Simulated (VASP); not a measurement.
# Co: single point with PBE

Crystal: Co.

```
CELL_PARAMETERS angstrom
2.47056 0.00000 0.00000
-1.23528 2.13957 0.00000
0.00000 0.00000 8.08823
ATOMIC_POSITIONS crystal
Co 0.66667 0.33333 0.75000
Co 0.00000 0.00000 0.50000
Co 0.33333 0.66667 0.25000
Co 0.00000 0.00000 0.00000
```

* Program: VASP 6.6.1
* Task: single point
* Functional: PBE
* Potentials or basis: VASP PAW PBE potentials, release 64 (Co_sv)
* Cutoff: 600 eV
* k mesh: 10 × 10 × 3
* Occupations: fermi-dirac, width 0.05 eV
* Spin: collinear spin, ferromagnetic start
* Starting moments: [4.0, 4.0, 4.0, 4.0] μB
* Fixed moment: 16 μB
* Dipole correction: no
* Further INCAR settings: ALGO = Normal; EDIFF = 1e-06; NBANDS = 46

| Property | Result |
| --- | --- |
| Pressure | 113.7 GPa |
| Net moment | 16.00 μB per cell |
| Site moments | Co +3.33, +3.34 (each value once) μB |
| Valence electrons inside the program's atomic spheres | Co 14.87 |

Stress tensor (GPa, compression positive):
```
111.72   0.00   0.00
  0.00 111.72   0.00
  0.00   0.00 117.64
```

Run time: 3.9 min on 1 thread of Intel(R) Xeon(R) Platinum 8259CL CPU @ 2.50GHz (Skylake/Cascade Lake), on a shared host, peak memory 0.24 GiB.

Caveat: the cell stands under pressure; the total moment is fixed, so each spin has its own Fermi level.
